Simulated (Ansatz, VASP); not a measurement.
# Two plane-wave programs on ZrN

File INCAR:

```
ALGO = Normal
EDIFF = 1E-6
ENCUT = 600
GGA = PE
GGA_COMPAT = F
ISIF = 2
ISMEAR = 0
LASPH = T
LCHARG = F
LREAL = F
LWAVE = F
NBANDS = 16
NELM = 120
PREC = Accurate
SIGMA = 0.1
```

File KPOINTS:

```
k-points
0
Gamma
  8 8 8
```

Contents of POSCAR:

```
ZrN
1.0
    0.0000000000      2.2942655869      2.2942655869
    2.2942655869      0.0000000000      2.2942655869
    2.2942655869      2.2942655869      0.0000000000
Zr N
1 1
Direct
    0.5000000000      0.5000000000      0.5000000000
    0.0000000000      0.0000000000      0.0000000000
```

Input for Ansatz:

```yaml
crystal:
  lattice:
    - [0.0, 2.2942655869, 2.2942655869]
    - [2.2942655869, 0.0, 2.2942655869]
    - [2.2942655869, 2.2942655869, 0.0]
  atoms:
    - { symbol: Zr, position: [0.5, 0.5, 0.5] }
    - { symbol: "N", position: [0.0, 0.0, 0.0] }
basis:
  ecutwfc: 420
kpoints:
  mp_grid: { grid: [8, 8, 8] }
hamiltonian:
  xc: pbe
scf:
  occupations: { method: gaussian, width: 0.1 }
  mixing: { algorithm: msr1, beta: 0.11 }
  initial_density: { chi_scale: 0, normalization: atom }
  eigensolver: { kind: davidson, full_accuracy: true }
  max_iter: 90
output:
  forces: true
  stress: true
  eigenvalues: true
```

Alike in both runs: task single point; functional PBE; k mesh 8 × 8 × 8; occupations gaussian, width 0.1 eV; no spin polarisation.

|  | VASP | Ansatz |
| --- | --- | --- |
| version | VASP 6.6.1 | Ansatz 0.2.0 |
| potentials or method | VASP PAW PBE potentials, release 64 (Zr_sv, N), cutoff 600 eV | scalar-relativistic, plane waves, PAW |
| valence electrons in the cell | 17 | 17 |

Ansatz gave:

- gap on the k mesh at the Fermi level (eV): none
- pressure (GPa): 1.2

Q: Which values does VASP return?

A: gap on the k mesh at the Fermi level (eV): none; pressure (GPa): 1.4.

A gap of «none» marks a metal or a gap that the smearing closes. The functional is the same, so the differences come from potentials, cutoffs and numerics.
